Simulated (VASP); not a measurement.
A run of VASP 6.6.1 is set up as follows.

The input INCAR:

```
SYSTEM = KCl
PREC     = Accurate       ! precision mode
ENCUT    = 520            ! plane-wave cutoff, eV
EDIFF    = 1E-6           ! SCF threshold, eV
ISMEAR   = 0              ! smearing method
SIGMA    = 0.05           ! smearing width, eV
LREAL    = .False.        ! projectors in reciprocal space
LASPH    = .True.         ! aspherical terms in the spheres
NELM     = 60             ! most SCF steps
ALGO     = Normal         ! electronic algorithm
ISIF     = 2              ! what is computed and relaxed
LWAVE    = .False.        ! write WAVECAR
LCHARG   = .True.         ! write CHGCAR
GGA      = CA             ! functional
LELF     = .True.         ! ELF
LVHAR    = .True.       
NBANDS   = 15             ! bands
```

KPOINTS

```
Automatic mesh
0
Gamma
  6 6 6
  0 0 0
```

File POSCAR:

```
KCl
1.0
    3.8391960000      0.0000000000      0.0000000000
    0.0000000000      3.8775879600      0.0000000000
    0.0000000000      0.0000000000      3.8391960000
K Cl
1 1
Direct
    0.0000000000      0.0000000000      0.0000000000
    0.5000000000      0.5000000000      0.5000000000
```

Potentials or basis: VASP PAW LDA potentials, release 64 (K_sv, Cl).

Run with:

```bash
$ cat potpaw_LDA.64/K_sv/POTCAR potpaw_LDA.64/Cl/POTCAR > POTCAR
$ mpirun -np 1 vasp_std > vasp.out
```

(1) Predict the pressure.

(2) Predict the band gap on the k mesh.

Answers

(1) -3.2 GPa.

(2) 4.31 eV (least direct gap 4.52 eV).

Caveat: the cell differs from its parent crystal (strain +0.0100 x Voigt [0, 1, 0, 0, 0, 0]); the cell stands under tension.
